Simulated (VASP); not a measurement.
A run of VASP 6.6.1:

POSCAR

```
InP
1.0
    0.0000000000      3.0421759819      2.8649618471
    3.0421759819      0.0000000000      2.8649618471
    3.0421759819      3.0421759819      0.0000000000
In P
1 1
Direct
    0.0000000000      0.0000000000      0.0000000000
    0.7500000000      0.7500000000      0.7500000000
```

INCAR.step1

```
PREC     = Accurate       # precision mode
ENCUT    = 520            # plane-wave cutoff, eV
ISMEAR   = 0              # smearing method
SIGMA    = 0.05           # smearing width, eV
LREAL    = False          # projectors in reciprocal space
LASPH    = True           # aspherical terms in the spheres
NELM     = 60             # most SCF steps
NBANDS   = 16             # bands
GGA      = PE             # functional
ALGO     = Normal         # electronic algorithm
EDIFF    = 1E-4           # SCF threshold, eV
LWAVE    = True           # write WAVECAR
LCHARG   = False          # write CHGCAR
```

The input INCAR.step2:

```
PREC     = Accurate       # precision mode
ENCUT    = 520            # plane-wave cutoff, eV
EDIFF    = 1E-6           # SCF threshold, eV
ISMEAR   = 0              # smearing method
SIGMA    = 0.05           # smearing width, eV
LREAL    = False          # projectors in reciprocal space
LASPH    = True           # aspherical terms in the spheres
NELM     = 60             # most SCF steps
ALGO     = Normal         # electronic algorithm
ISIF     = 2              # what is computed and relaxed
LWAVE    = False          # write WAVECAR
LCHARG   = False          # write CHGCAR
METAGGA  = R2SCAN         # meta-GGA
LMIXTAU  = True         
NBANDS   = 16             # bands
ISTART   = 1
```

Contents of KPOINTS:

```
Automatic mesh
0
Gamma
  8 8 8
```

Potentials or basis: VASP PAW PBE potentials, release 64 (In_d, P).

Command:

```sh
$ cat potpaw_PBE.64/In_d/POTCAR potpaw_PBE.64/P/POTCAR > POTCAR
$ cp INCAR.step1 INCAR
$ mpirun -np 1 vasp_std > vasp.out
$ cp INCAR.step2 INCAR
$ mpirun -np 1 vasp_std > vasp.out
```

Hardware: 1 thread of Intel(R) Xeon(R) Platinum 8559C (Emerald Rapids) (shared host).

Q: How long does it take, and how much memory?

A: Run time: 64 s on 1 thread of Intel(R) Xeon(R) Platinum 8559C (Emerald Rapids), with other jobs on the host, peak memory 0.21 GiB. Counts: k points 59.
